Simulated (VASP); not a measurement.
# SiC: single point with r2SCAN

Crystal: SiC.

```xyz
2
Lattice="0.0000 2.1783 2.1783 2.1783 0.0000 2.1783 2.1783 2.1783 0.0000" Properties=species:S:1:pos:R:3 pbc="T T T"
Si    3.2675    3.2675    3.2675
C     0.0000    0.0000    0.0000
```

| Quantity | Value |
| --- | --- |
| Program | VASP 6.6.1 |
| Task | single point |
| Functional | r2SCAN |
| Potentials or basis | VASP PAW PBE potentials, release 64 (Si, C) |
| Cutoff | 660 eV |
| k mesh | 10 × 10 × 10 |
| Occupations | gaussian, width 0.02 eV |
| Spin | no spin polarisation |
| Dipole correction | no |
| Further INCAR settings | ALGO = Normal; EDIFF = 1e-06; NBANDS = 11 |

```yaml
Pressure: -0.4 GPa
Band_gap_on_the_k_mesh: 1.73 eV (least direct gap 5.06 eV)
```

Levels at points of the mesh, in eV from the valence-band top:
| k point | band 2 | band 3 | band 4 | band 5 | band 6 | band 7 |
| --- | --- | --- | --- | --- | --- | --- |
| (0.00, 0.00, 0.00) | 0.00 | 0.00 | 0.00 | 6.85 | 7.86 | 7.86 |
| (0.50, 0.00, 0.00) | -8.82 | -1.11 | -1.11 | 6.00 | 7.76 | 7.76 |
| (0.50, 0.50, 0.00) | -8.05 | -3.33 | -3.33 | 1.73 | 4.83 | 15.14 |

Wall time 74 s on 1 thread of Intel Xeon 8259CL (shared host), peak memory 0.16 GiB.

Caveat: the PAW data sets were made with another functional, which shifts forces and pressure a little. A k mesh can miss the band edges.
